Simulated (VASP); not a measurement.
# Sr (Im-3m) in VASP: a series of runs

The runs below take Sr through single point, with LDA.

All numbers are computed with VASP 6.6.1; they aren't measurements. Logs are shortened: lines on timing, memory, paths and dates and some standing lists are left out, and cuts for length are marked.

### Step 1. The cell of the first run

It takes space group Im-3m (No. 229, cubic). Conventional cell: a = 4.383 Å, b = 4.383 Å, c = 4.383 Å, α = 90.00°, β = 90.00°, γ = 90.00°. Sr (site symmetry m-3m) has 14 Sr at 3.80 to 4.38 Å within 5.0 Å.

### Step 2. Single point, LDA (volume scaled by 0.88)

The input, INCAR:

```
ALGO = Normal ; EDIFF = 1E-6
ENCUT = 520 ; GGA = CA
ISIF = 2 ; ISMEAR = -1
LASPH = T ; LCHARG = F
LREAL = F ; LWAVE = F
NBANDS = 11 ; NELM = 100
PREC = Accurate ; SIGMA = 0.1
```

The input, KPOINTS:

```
k-points
0
Gamma
  11 11 11
```

The input, POSCAR:

```
Sr
1.0
   -2.1913675260      2.1913675260      2.1913675260
    2.1913675260     -2.1913675260      2.1913675260
    2.1913675260      2.1913675260     -2.1913675260
Sr
1
Direct
    0.0000000000      0.0000000000      0.0000000000
```

Potentials or basis: VASP PAW LDA potentials, release 64 (Sr_sv).

Started as:

```sh
cat potpaw_LDA.64/Sr_sv/POTCAR > POTCAR
mpirun -np 1 vasp_std > vasp.out
```

OUTCAR:

```text
EDIFF = 1E-6
   ENCUT = 520
   GGA = CA
   ISIF = 2
   ISMEAR = -1
   LASPH = T
   LREAL = F
   NELM = 100
   PREC = Accurate

 ion  position               nearest neighbor table
   1  0.000  0.000  0.000-

  LATTYP: Found a body centered cubic cell.
 ALAT       =     4.3827350520

  Lattice vectors:

 A1 = (  -2.1913675260,   2.1913675260,   2.1913675260)
 A2 = (   2.1913675260,  -2.1913675260,   2.1913675260)
 A3 = (   2.1913675260,   2.1913675260,  -2.1913675260)

Analysis of symmetry for initial positions (statically):
=====================================================================
 Subroutine PRICEL returns:
 Original cell was already a primitive cell.

 Routine SETGRP: Setting up the symmetry group for a
 body centered cubic supercell.

 Subroutine GETGRP returns: Found 48 space group operations
 (whereof 48 operations were pure point group operations)
 out of a pool of 48 trial point group operations.

The static configuration has the point symmetry O_h .

Analysis of symmetry for dynamics (positions and initial velocities):
=====================================================================
 Subroutine PRICEL returns:
 Original cell was already a primitive cell.

 Routine SETGRP: Setting up the symmetry group for a
 body centered cubic supercell.

 Subroutine GETGRP returns: Found 48 space group operations
 (whereof 48 operations were pure point group operations)
 out of a pool of 48 trial point group operations.

The dynamic configuration has the point symmetry O_h .

 Subroutine INISYM returns: Found 48 space group operations
 (whereof 48 operations are pure point group operations),
 and found     1 'primitive' translations

----------------------------------------------------------------------------------------

                                     Primitive cell

  volume of cell :      42.0926

  direct lattice vectors                    reciprocal lattice vectors
    -2.191367526  2.191367526  2.191367526     0.000000000  0.228168025  0.228168025
     2.191367526 -2.191367526  2.191367526     0.228168025  0.000000000  0.228168025
     2.191367526  2.191367526 -2.191367526     0.228168025  0.228168025  0.000000000

  length of vectors
     3.795559893  3.795559893  3.795559893     0.322678315  0.322678315  0.322678315

  position of ions in fractional coordinates (direct lattice)
     0.000000000  0.000000000  0.000000000

  ion indices of the primitive-cell ions
   primitive index   ion index
                 1           1

----------------------------------------------------------------------------------------

 KPOINTS: k-points

Automatic generation of k-mesh.
 Grid dimensions read from file:
 generate k-points for:   11   11   11

 Generating k-lattice:

  Cartesian coordinates                     Fractional coordinates (reciprocal lattice)
     0.000000000  0.020742548  0.020742548     0.090909091  0.000000000  0.000000000
     0.020742548  0.000000000  0.020742548     0.000000000  0.090909091  0.000000000
     0.020742548  0.020742548  0.000000000     0.000000000  0.000000000  0.090909091

  Length of vectors
     0.029334392  0.029334392  0.029334392

  Shift w.r.t. Gamma in fractional coordinates (k-lattice)
     0.000000000  0.000000000  0.000000000

 Subroutine IBZKPT returns following result:
 ===========================================

 Found     56 irreducible k-points:

 Following reciprocal coordinates:
            Coordinates               Weight
  0.000000  0.000000  0.000000      1.000000
  0.090909  0.000000  0.000000     12.000000
  0.181818  0.000000  0.000000     12.000000
  0.272727  0.000000  0.000000     12.000000
  0.363636  0.000000  0.000000     12.000000
  0.454545  0.000000  0.000000     12.000000
[... 16 lines left out ...]
  0.272727  0.181818  0.090909     48.000000
  0.363636  0.181818  0.090909     24.000000
 [... further k-points ...]
   k-points           NKPTS =     56   k-points in BZ     NKDIM =     56   number of bands    NBANDS=     11
   number of dos      NEDOS =    301   number of ions     NIONS =      1
   total plane-waves  NPLWV =  21952
   dimension x,y,z NGX =    28 NGY =   28 NGZ =   28
   dimension x,y,z NGXF=    56 NGYF=   56 NGZF=   56
   ions per type =               1
   NGX,Y,Z   is equivalent  to a cutoff of  12.26, 12.26, 12.26 a.u.
   NGXF,Y,Z  is equivalent  to a cutoff of  24.53, 24.53, 24.53 a.u.
 SYSTEM =  unknown system
   PREC   = accura    normal or accurate (medium, high low for compatibility)
   ISTART =      0    job   : 0-new  1-cont  2-samecut
   ICHARG =      2    charge: 1-file 2-atom 10-const
   ISPIN  =      1    spin polarized calculation?
   LNONCOLLINEAR =      F non collinear calculations
   LSORBIT =      F    spin-orbit coupling
   LASPH  =      T    aspherical Exc in radial PAW
   ENCUT  =  520.0 eV  38.22 Ry    6.18 a.u.   7.06  7.06  7.06*2*pi/ulx,y,z
   NELM   =    100;   NELMIN=  2; NELMDL= -5     # of ELM steps
   EDIFF  = 0.1E-05   stopping-criterion for ELM
   LREAL  =      F    real-space projection
   EDIFFG = 0.1E-04   stopping-criterion for IOM
   NSW    =      0    number of steps for IOM
   IBRION =     -1    ionic relax: 0-MD 1-quasi-New 2-CG
   NFREE  =      0    steps in history (QN), initial steepest desc. (CG)
   ISIF   =      2    stress and relaxation
   ISYM   =      2    0-nonsym 1-usesym 2-fastsym
   POTIM  = 0.5000    time-step for ionic-motion
   TEBEG  =    0.0;   TEEND  =   0.0 temperature during run
   PSTRESS=    0.0 pullay stress
   NELECT =      10.0000    total number of electrons
   NUPDOWN=      -1.0000    fix difference up-down
   EMIN   =  10.00;   EMAX   =-10.00  energy-range for DOS
   EFERMI =   0.00;   METHOD = LEGACY
   ISMEAR =    -1;   SIGMA  =   0.10  broadening in eV -4-tet -1-fermi 0-gaus
   EFERMI_NEDOS =   21; number of points for ismear=-14 and -15
   IALGO  =     38    algorithm
   IMIX   =      4    mixing-type and parameters
     AMIX     =   0.40;   BMIX     =  1.00
     AMIX_MAG =   1.60;   BMIX_MAG =  1.00
  volume/ion in A,a.u.               =      42.09       284.05
  Fermi-wavevector in a.u.,A,eV,Ry     =   1.013926  1.916042 13.987415  1.028046
  Thomas-Fermi vector in A             =   2.147124
   LORBIT       =      0    0 simple, 1 ext, 2 COOP (PROOUT), +10 PAW based schemes
   GGA     = CA    functional components
   LHFCALC =     F    Hartree Fock is set to
   AEXX    =    0.0000 exact exchange contribution
   IVDW    =     0    specifies the selected vdW correction
   LEPSILON=     F    determine dielectric tensor
   LRPA    =     F    only Hartree local field effects (RPA)
 non-spin polarized calculation
  energy-cutoff  :      520.00
  volume of cell :       42.09
 maximum number of plane-waves:      1157
   NGX = 15   NGY = 15   NGZ = 15

 number of electron      10.0000000 magnetization

 Free energy of the ion-electron system (eV)
  ---------------------------------------------------
  ext. energy  EPLUGINS =         0.00000000
  ---------------------------------------------------
  free energy    TOTEN  =        -1.87979334 eV

  energy without entropy =       -1.84803708  energy(sigma->0) =       -1.86391521

 E-fermi :   2.3318     XC(G=0):  -8.4420

 val. band max:        2.3165857453   @ k =  -0.3636  -0.4545   0.1818
 cond. band min:       2.3600941900   @ k =  -0.3636   0.3636   0.3636
 fundamental gap:      0.0435084447
 Fermi energy:         2.3318464418

 k-point     1 :       0.0000    0.0000    0.0000
  band No.  band energies     occupation
      1     -33.5557      2.00000
      2     -15.4392      2.00000
      3     -15.4392      2.00000
      4     -15.4392      2.00000
      5      -1.6043      2.00000
      6       4.9926      0.00000
      7       4.9926      0.00000
      8       4.9926      0.00000
      9       6.7126      0.00000
     10       6.7126      0.00000
     11      11.5999      0.00000

 k-point     2 :       0.0909    0.0000    0.0000
  band No.  band energies     occupation
      1     -33.5515      2.00000
      2     -15.4816      2.00000
      3     -15.4520      2.00000
      4     -15.4394      2.00000
      5      -1.4180      2.00000
      6       4.8295      0.00000
      7       4.8845      0.00000
      8       5.1796      0.00000
      9       6.4691      0.00000
     10       6.6999      0.00000
     11      11.8085      0.00000

 k-point     3 :       0.1818    0.0000    0.0000
  band No.  band energies     occupation
      1     -33.5403      2.00000
      2     -15.5930      2.00000
      3     -15.4863      2.00000
      4     -15.4402      2.00000
      5      -0.8937      2.00000
      6       4.4271      0.00000
      7       4.4487      0.00000
      8       5.7300      0.00000
      9       6.3022      0.00000
     10       6.7089      0.00000
     11      12.0949      0.00000

 k-point     4 :       0.2727    0.0000    0.0000
  band No.  band energies     occupation
      1     -33.5255      2.00000
      2     -15.7339      2.00000
      3     -15.5306      2.00000
      4     -15.4413      2.00000
      5      -0.1397      2.00000
      6       3.7955      0.00000
      7       4.0352      0.00000
      8       6.4645      0.00000
      9       6.6093      0.00000
     10       6.8217      0.00000
     11      11.5006      0.00000
[... 239 lines left out ...]
 k-point    22 :       0.1818    0.1818    0.0909
  band No.  band energies     occupation
      1     -33.5110      2.00000
      2     -15.8264      2.00000
      3     -15.5646      2.00000
      4     -15.5046      2.00000
      5       0.9534      2.00000
      6       3.2232      0.00027
      7       3.3969      0.00005
      8       6.8406      0.00000
      9       7.2060      0.00000
     10       8.0623      0.00000
     11      10.4361      0.00000

 k-point    23 :       0.2727    0.1818    0.0909
  band No.  band energies     occupation
      1     -33.5031      2.00000
      2     -15.8497      2.00000
      3     -15.6306      2.00000
      4     -15.5167      2.00000
      5       1.7042      1.99625
      6       2.9933      0.00268
      7       3.2144      0.00029
      8       6.9840      0.00000
      9       7.3484      0.00000
     10       8.4695      0.00000
     11       9.6125      0.00000

 k-point    24 :       0.3636    0.1818    0.0909
  band No.  band energies     occupation
      1     -33.5001      2.00000
      2     -15.8508      2.00000
      3     -15.6638      2.00000
      4     -15.5201      2.00000
      5       2.0144      1.91970
      6       3.0002      0.00250
      7       3.1210      0.00075
      8       6.9429      0.00000
      9       7.4399      0.00000
     10       8.2292      0.00000
     11       9.7784      0.00000

 [... further k-points ...]

------------------------ aborting loop because EDIFF is reached ----------------------------------------

  FORCE on cell =-STRESS in cart. coord.  units (eV):
  Direction    XX          YY          ZZ          XY          YZ          ZX
  --------------------------------------------------------------------------------------
  -------------------------------------------------------------------------------------
  Total        0.5700951      0.5700951      0.5700951      0.0000000      0.0000000      0.0000000
  in kB       21.6996267     21.6996267     21.6996267      0.0000000      0.0000000      0.0000000
  external PRESSURE =      21.6996267 kB  Pullay stress =       0.0000000 kB

 VOLUME and BASIS-vectors are now :
 -----------------------------------------------------------------------------
  energy-cutoff  :      520.00
  volume of cell :       42.09
      direct lattice vectors                 reciprocal lattice vectors
    -2.191367526  2.191367526  2.191367526     0.000000000  0.228168025  0.228168025
     2.191367526 -2.191367526  2.191367526     0.228168025  0.000000000  0.228168025
     2.191367526  2.191367526 -2.191367526     0.228168025  0.228168025  0.000000000

 POSITION                                       TOTAL-FORCE (eV/Angst)
 -----------------------------------------------------------------------------------
      0.00000      0.00000      0.00000         0.000000      0.000000      0.000000
 -----------------------------------------------------------------------------------
    total drift:                                0.000000      0.000000      0.000000

  FREE ENERGIE OF THE ION-ELECTRON SYSTEM (eV)
  ---------------------------------------------------
  free  energy   TOTEN  =        -1.8797933354 eV

  energy  without entropy=       -1.8480370811  energy(sigma->0) =       -1.86391521
```

Wall time 32 s (1 thread of AMD EPYC 7R13, shared host); peak memory 0.12 GiB.

Results:

* Free energy: -1.8798 eV
* Pressure: 2.2 GPa
* Band gap on the k mesh: zero (band 5 reaches 2.79 eV, above the bottom of band 6 at 1.90 eV)

### Step 3. Single point, LDA (volume scaled by 0.92)

The input, INCAR:

```
SYSTEM = Sr
  PREC = Accurate
  ENCUT = 520
  EDIFF = 1E-6
  ISMEAR = -1
  SIGMA = 0.1
  LREAL = .FALSE.
  LASPH = .TRUE.
  NELM = 80
  ALGO = Normal
  ISIF = 2
  LWAVE = .FALSE.
  LCHARG = .FALSE.
  NBANDS = 11
```

The input, KPOINTS:

```
Automatic mesh
0
G
  11 11 11
  0 0 0
```

The input, POSCAR:

```
Sr
1.0
   -2.2240793267      2.2240793267      2.2240793267
    2.2240793267     -2.2240793267      2.2240793267
    2.2240793267      2.2240793267     -2.2240793267
Sr
1
Direct
    0.0000000000      0.0000000000      0.0000000000
```

Potentials or basis: VASP PAW LDA potentials, release 64 (Sr_sv).

Started as:

```sh
cat potpaw_LDA.64/Sr_sv/POTCAR > POTCAR
mpirun -np 1 vasp_std > vasp.out
```

OUTCAR:

```text
SYSTEM = Sr
   PREC = Accurate
   ENCUT = 520
   EDIFF = 1E-6
   ISMEAR = -1
   LREAL = .FALSE.
   LASPH = .TRUE.
   NELM = 80
   ISIF = 2

 ion  position               nearest neighbor table
   1  0.000  0.000  0.000-

  LATTYP: Found a body centered cubic cell.
 ALAT       =     4.4481586534

  Lattice vectors:

 A1 = (  -2.2240793267,   2.2240793267,   2.2240793267)
 A2 = (   2.2240793267,  -2.2240793267,   2.2240793267)
 A3 = (   2.2240793267,   2.2240793267,  -2.2240793267)
[... 513 lines left out ...]
     10       7.7520      0.00000
     11       9.3158      0.00000

 [... further k-points ...]

------------------------ aborting loop because EDIFF is reached ----------------------------------------

  FORCE on cell =-STRESS in cart. coord.  units (eV):
  Direction    XX          YY          ZZ          XY          YZ          ZX
  --------------------------------------------------------------------------------------
  -------------------------------------------------------------------------------------
  Total        0.3630226      0.3630226      0.3630226     -0.0000000     -0.0000000      0.0000000
  in kB       13.2170171     13.2170171     13.2170171     -0.0000000     -0.0000000      0.0000000
  external PRESSURE =      13.2170171 kB  Pullay stress =       0.0000000 kB

 VOLUME and BASIS-vectors are now :
 -----------------------------------------------------------------------------
  energy-cutoff  :      520.00
  volume of cell :       44.01
      direct lattice vectors                 reciprocal lattice vectors
    -2.224079327  2.224079327  2.224079327     0.000000000  0.224812125  0.224812125
     2.224079327 -2.224079327  2.224079327     0.224812125  0.000000000  0.224812125
     2.224079327  2.224079327 -2.224079327     0.224812125  0.224812125  0.000000000

 POSITION                                       TOTAL-FORCE (eV/Angst)
 -----------------------------------------------------------------------------------
      0.00000      0.00000      0.00000        -0.000000     -0.000000      0.000000
 -----------------------------------------------------------------------------------
    total drift:                               -0.000000     -0.000000      0.000000

  FREE ENERGIE OF THE ION-ELECTRON SYSTEM (eV)
  ---------------------------------------------------
  free  energy   TOTEN  =        -1.9006217272 eV

  energy  without entropy=       -1.8674377227  energy(sigma->0) =       -1.88402972
```

OSZICAR:

```text
N       E                     dE             d eps       ncg     rms          rms(c)
DAV:   1     0.355957410950E+02    0.35596E+02   -0.50244E+03  1232   0.812E+02
DAV:   2    -0.459866428658E+00   -0.36056E+02   -0.35359E+02  1474   0.159E+02
DAV:   3    -0.183650293588E+01   -0.13766E+01   -0.13606E+01  1709   0.239E+01
DAV:   4    -0.190788700872E+01   -0.71384E-01   -0.71241E-01  1601   0.499E+00
DAV:   5    -0.191019289314E+01   -0.23059E-02   -0.23056E-02  1737   0.638E-01    0.126E+01
DAV:   6    -0.190404690606E+01    0.61460E-02   -0.62841E-03  1614   0.865E-01    0.725E+00
DAV:   7    -0.190058257007E+01    0.34643E-02   -0.10964E-02  1899   0.108E+00    0.225E-01
DAV:   8    -0.190059935761E+01   -0.16788E-04   -0.28791E-04  1804   0.118E-01    0.556E-02
DAV:   9    -0.190061954468E+01   -0.20187E-04   -0.31198E-05  1727   0.362E-02    0.243E-02
DAV:  10    -0.190062160313E+01   -0.20584E-05   -0.33958E-06  1576   0.142E-02    0.391E-03
DAV:  11    -0.190062172723E+01   -0.12410E-06   -0.96206E-08   847   0.252E-03
   1 F= -.19006217E+01 E0= -.18840297E+01  d E =-.331840E-01
```

stdout:

```text
POSCAR found type information on POSCAR Sr
 POSCAR found :  1 types and       1 ions
 scaLAPACK will be used
 LDA part: xc-table for (Slater(with rela. corr.)+CA(PZ))
 , standard interpolation
 POSCAR, INCAR and KPOINTS ok, starting setup
 FFT: planning ... GRIDC
 FFT: planning ... GRID_SOFT
 FFT: planning ... GRID
 WAVECAR not read
 entering main loop
```

Run time: 41 s. Hardware: 1 thread of AMD EPYC 7R13, shared host; peak memory 0.13 GiB.

What came out:

```
Free energy            : -1.9006 eV
Pressure               : 1.3 GPa
Band gap on the k mesh : zero (band 5 reaches 2.60 eV, above the bottom of band 6 at 1.80 eV)
```

Levels at points of the mesh, in eV from the Fermi level:
| k point | band 1 | band 2 | band 3 | band 4 | band 5 | band 6 | band 7 | band 8 | band 9 | band 10 |
| --- | --- | --- | --- | --- | --- | --- | --- | --- | --- | --- |
| (0.00, 0.00, 0.00) | -35.97 | -17.88 | -17.88 | -17.88 | -3.90 | 2.60 | 2.60 | 2.60 | 4.25 | 4.25 |

### Step 4. Single point, LDA (volume scaled by 0.96)

The input, INCAR:

```
SYSTEM = Sr
PREC     = Accurate       ! precision mode
ENCUT    = 520            ! plane-wave cutoff, eV
EDIFF    = 1E-6           ! SCF threshold, eV
ISMEAR   = -1             ! smearing method
SIGMA    = 0.1            ! smearing width, eV
LREAL    = .FALSE.        ! projectors in reciprocal space
LASPH    = .TRUE.         ! aspherical terms in the spheres
NELM     = 60             ! most SCF steps
ALGO     = Normal         ! electronic algorithm
ISIF     = 2              ! what is computed and relaxed
LWAVE    = .FALSE.        ! write WAVECAR
LCHARG   = .TRUE.         ! write CHGCAR
LELF     = .TRUE.         ! ELF
LVHAR    = .TRUE.       
NBANDS   = 11             ! bands
```

KPOINTS is that of step 3.

The input, POSCAR:

```
Sr
1.0
   -2.2558561818      2.2558561818      2.2558561818
    2.2558561818     -2.2558561818      2.2558561818
    2.2558561818      2.2558561818     -2.2558561818
Sr
1
Direct
    0.0000000000      0.0000000000      0.0000000000
```

Started as:

```sh
cat potpaw_LDA.64/Sr_sv/POTCAR > POTCAR
mpirun -np 1 vasp_std > vasp.out
```

Run time: 47 s. Hardware: 1 thread of AMD EPYC 7R13, shared host; peak memory 0.13 GiB.

The run converged. Its results:

* Free energy: -1.9121 eV
* Pressure: 0.6 GPa
* Band gap on the k mesh: zero (band 5 reaches 2.42 eV, above the bottom of band 6 at 1.71 eV)

Levels at points of the mesh, in eV from the Fermi level:
```
           k point  band 3  band 4  band 5  band 6  band 7  band 8
(0.00, 0.00, 0.00)  -17.99  -17.99   -3.85    2.53    2.53    2.53
```

(Continued in part 2 of 3.)
